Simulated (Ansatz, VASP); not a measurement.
## Ba3SbP in VASP and in Ansatz

```
Ba Sb P
1.0
     6.14145   -0.05646   -0.02140
    -0.05646    6.05520    0.06869
    -0.02140    0.06869    6.01967
Ba Sb P
3 1 1
Direct
  0.99569 0.50258 0.49370
  0.50296 0.99572 0.50312
  0.49980 0.49807 0.00232
  0.00213 0.99981 0.99562
  0.49957 0.50182 0.49242
```

Alike in both runs: task single point; functional PBEsol; k mesh 2 × 2 × 2; no spin polarisation.

|  | VASP | Ansatz |
| --- | --- | --- |
| version | VASP 6.6.1 | Ansatz 0.2.0 |
| potentials or method | VASP PAW PBE potentials, release 64 (Ba_sv, Sb, P), cutoff 520 eV | plane waves, PAW |
| occupations | gaussian, width 0.01 eV | fixed |
| valence electrons in the cell | 40 | 50 |

VASP gave:

| Property | Result |
| --- | --- |
| pressure (GPa) | 0.1 |
| traceless stress, the component that is largest in VASP (GPa) | -0.80 |
| rms of the force components (eV/Å) | 0.111 |

Which values does Ansatz return?

Pressure (GPa): -0.4; traceless stress, the component that is largest in VASP (GPa): -0.77; rms of the force components (eV/Å): 0.100.

VASP's potentials were made for PBE, not for PBEsol. Atom by atom the forces differ by 0.023 eV/Å (rms over components). VASP's potentials hold 40 valence electrons a cell and Ansatz's 50, so a difference there can come from the potentials and not from the codes. Ansatz's warnings: stress scf threshold loose.

The k mesh is coarse, so the values compare programs but aren't converged. Spin-orbit coupling is off throughout.
